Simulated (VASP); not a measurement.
# YV (P4/mmm) in VASP: single point with PBE

Aim: the single point of YV with PBE.

All numbers are computed with VASP 6.6.1; they aren't measurements. Logs are shortened: lines on timing, memory, paths and dates and some standing lists are left out, and cuts for length are marked.

## 1. The cell of the first run

It takes space group P4/mmm (No. 123, tetragonal). Conventional cell: a = 3.193 Å, b = 3.193 Å, c = 4.258 Å, α = 90.00°, β = 90.00°, γ = 90.00°. Within 4.1 Å of V (site symmetry 4/mmm) lie 8 Y at 3.10 Å and 4 V at 3.19 Å. Within 4.1 Å of Y (site symmetry 4/mmm) lie 8 V at 3.10 Å and 4 Y at 3.19 Å.

## 2. Single point, PBE

The input, INCAR:

```
SYSTEM = YV
ALGO = Fast ; EDIFF = 1E-6
ENCUT = 520 ; GGA = PE
ISIF = 2 ; ISMEAR = 0
LASPH = .TRUE. ; LCHARG = .FALSE.
LREAL = .FALSE. ; LWAVE = .FALSE.
NBANDS = 19 ; NELM = 80
PREC = Accurate ; SIGMA = 0.1
```

The input, KPOINTS:

```
k-points
0
G
  14 14 10
  0 0 0
```

The input, POSCAR:

```
YV
1.0
    3.1928478253      0.0000000000      0.0000000000
    0.0000000000      3.1928478253      0.0000000000
    0.0000000000      0.0000000000      4.2576662093
V Y
1 1
Direct
    0.0000000000      0.0000000000      0.0000000000
    0.5000000000      0.5000000000      0.5000000000
```

Potentials or basis: VASP PAW PBE potentials, release 64 (V_sv, Y_sv).

Launch:

```console
$ cat potpaw_PBE.64/V_sv/POTCAR potpaw_PBE.64/Y_sv/POTCAR > POTCAR
$ mpirun -np 1 vasp_std > vasp.out
```

OUTCAR:

```text
SYSTEM = YV
   EDIFF = 1E-6
   ENCUT = 520
   GGA = PE
   ISIF = 2
   ISMEAR = 0
   LASPH = .TRUE.
   LREAL = .FALSE.
   NELM = 80
   PREC = Accurate

 ion  position               nearest neighbor table
   1  0.000  0.000  0.000-   2 3.10   2 3.10   2 3.10   2 3.10   2 3.10   2 3.10   2 3.10   2 3.10

   2  0.500  0.500  0.500-   1 3.10   1 3.10   1 3.10   1 3.10   1 3.10   1 3.10   1 3.10   1 3.10

  LATTYP: Found a simple tetragonal cell.
 ALAT       =     3.1928478253
 C/A-ratio  =     1.3335011383

  Lattice vectors:

 A1 = (   3.1928478253,   0.0000000000,   0.0000000000)
 A2 = (   0.0000000000,   3.1928478253,   0.0000000000)
 A3 = (   0.0000000000,   0.0000000000,   4.2576662093)

Analysis of symmetry for initial positions (statically):
=====================================================================
 Subroutine PRICEL returns:
 Original cell was already a primitive cell.

 Routine SETGRP: Setting up the symmetry group for a
 simple tetragonal supercell.

 Subroutine GETGRP returns: Found 16 space group operations
 (whereof 16 operations were pure point group operations)
 out of a pool of 16 trial point group operations.

The static configuration has the point symmetry D_4h.

Analysis of symmetry for dynamics (positions and initial velocities):
=====================================================================
 Subroutine PRICEL returns:
 Original cell was already a primitive cell.

 Routine SETGRP: Setting up the symmetry group for a
 simple tetragonal supercell.

 Subroutine GETGRP returns: Found 16 space group operations
 (whereof 16 operations were pure point group operations)
 out of a pool of 16 trial point group operations.

The dynamic configuration has the point symmetry D_4h.

 Subroutine INISYM returns: Found 16 space group operations
 (whereof 16 operations are pure point group operations),
 and found     1 'primitive' translations

----------------------------------------------------------------------------------------

                                     Primitive cell

  volume of cell :      43.4038

  direct lattice vectors                    reciprocal lattice vectors
     3.192847825  0.000000000  0.000000000     0.313200019  0.000000000  0.000000000
     0.000000000  3.192847825  0.000000000     0.000000000  0.313200019  0.000000000
     0.000000000  0.000000000  4.257666209     0.000000000  0.000000000  0.234870455

  length of vectors
     3.192847825  3.192847825  4.257666209     0.313200019  0.313200019  0.234870455

[... 79 lines left out ...]
   NELM   =     80;   NELMIN=  2; NELMDL= -5     # of ELM steps
   EDIFF  = 0.1E-05   stopping-criterion for ELM
   LREAL  =      F    real-space projection
   EDIFFG = 0.1E-04   stopping-criterion for IOM
   NSW    =      0    number of steps for IOM
   IBRION =     -1    ionic relax: 0-MD 1-quasi-New 2-CG
   NFREE  =      0    steps in history (QN), initial steepest desc. (CG)
   ISIF   =      2    stress and relaxation
   ISYM   =      2    0-nonsym 1-usesym 2-fastsym
   POTIM  = 0.5000    time-step for ionic-motion
   TEBEG  =    0.0;   TEEND  =   0.0 temperature during run
   PSTRESS=    0.0 pullay stress
   NELECT =      24.0000    total number of electrons
   NUPDOWN=      -1.0000    fix difference up-down
   EMIN   =  10.00;   EMAX   =-10.00  energy-range for DOS
   EFERMI =   0.00;   METHOD = LEGACY
   ISMEAR =     0;   SIGMA  =   0.10  broadening in eV -4-tet -1-fermi 0-gaus
   EFERMI_NEDOS =   21; number of points for ismear=-14 and -15
   IALGO  =     68    algorithm
   IMIX   =      4    mixing-type and parameters
     AMIX     =   0.40;   BMIX     =  1.00
     AMIX_MAG =   1.60;   BMIX_MAG =  1.00
  volume/ion in A,a.u.               =      21.70       146.45
  Fermi-wavevector in a.u.,A,eV,Ry     =   1.343701  2.539226 24.565750  1.805532
  Thomas-Fermi vector in A             =   2.471754
   LORBIT       =      0    0 simple, 1 ext, 2 COOP (PROOUT), +10 PAW based schemes
   GGA     = PE    functional components
   LHFCALC =     F    Hartree Fock is set to
   AEXX    =    0.0000 exact exchange contribution
   IVDW    =     0    specifies the selected vdW correction
   LEPSILON=     F    determine dielectric tensor
   LRPA    =     F    only Hartree local field effects (RPA)
 non-spin polarized calculation
 RMM-DIIS sequential band-by-band and
 Gauss-broadening in eV      SIGMA  =   0.10
  energy-cutoff  :      520.00
  volume of cell :       43.40
 maximum number of plane-waves:      1192
 NGX is ok and might be reduce to    24
   NGX = 11   NGY = 11   NGZ = 15

 number of electron      24.0000003 magnetization

 Free energy of the ion-electron system (eV)
  ---------------------------------------------------
  ext. energy  EPLUGINS =         0.00000000
  ---------------------------------------------------
  free energy    TOTEN  =       -14.06929961 eV

  energy without entropy =      -14.04567596  energy(sigma->0) =      -14.05748779

 E-fermi :   5.3420     XC(G=0): -10.8488

 val. band max:        5.3401993274   @ k =   0.4286   0.2857   0.3000
 cond. band min:       5.3441378154   @ k =   0.2143   0.0714   0.4000
 fundamental gap:      0.0039384879
 Fermi energy:         5.3419888958

 k-point     1 :       0.0000    0.0000    0.0000
  band No.  band energies     occupation
      1     -58.8095      2.00000
      2     -36.5580      2.00000
      3     -32.6255      2.00000
      4     -32.6255      2.00000
      5     -32.6176      2.00000
      6     -16.5379      2.00000
[... 505 lines left out ...]
      6     -16.9048      2.00000
[... 11 lines left out ...]
     18       9.0573      0.00000
     19      10.2093      0.00000

 [... further k-points ...]

------------------------ aborting loop because EDIFF is reached ----------------------------------------

  FORCE on cell =-STRESS in cart. coord.  units (eV):
  Direction    XX          YY          ZZ          XY          YZ          ZX
  --------------------------------------------------------------------------------------
  -------------------------------------------------------------------------------------
  Total       -0.0119740     -0.0119740     -0.0135367      0.0000000      0.0000000      0.0000000
  in kB       -0.4419988     -0.4419988     -0.4996847      0.0000000      0.0000000      0.0000000
  external PRESSURE =      -0.4612274 kB  Pullay stress =       0.0000000 kB

 VOLUME and BASIS-vectors are now :
 -----------------------------------------------------------------------------
  energy-cutoff  :      520.00
  volume of cell :       43.40
      direct lattice vectors                 reciprocal lattice vectors
     3.192847825  0.000000000  0.000000000     0.313200019  0.000000000  0.000000000
     0.000000000  3.192847825  0.000000000     0.000000000  0.313200019  0.000000000
     0.000000000  0.000000000  4.257666209     0.000000000  0.000000000  0.234870455

 POSITION                                       TOTAL-FORCE (eV/Angst)
 -----------------------------------------------------------------------------------
      0.00000      0.00000      0.00000         0.000000      0.000000      0.000000
      1.59642      1.59642      2.12883         0.000000      0.000000      0.000000
 -----------------------------------------------------------------------------------
    total drift:                                0.000000      0.000000     -0.000000

  FREE ENERGIE OF THE ION-ELECTRON SYSTEM (eV)
  ---------------------------------------------------
  free  energy   TOTEN  =       -14.0692996094 eV

  energy  without entropy=      -14.0456759620  energy(sigma->0) =      -14.05748779
```

Run time: 2.1 min. Hardware: 1 thread of Intel Xeon Platinum 8488C (Sapphire Rapids), shared host; peak memory 0.32 GiB.

Results:

* Free energy: -14.0693 eV
* Pressure: 0.0 GPa
* Band gap on the k mesh: zero (band 12 reaches 5.98 eV, above the bottom of band 13 at 4.86 eV)
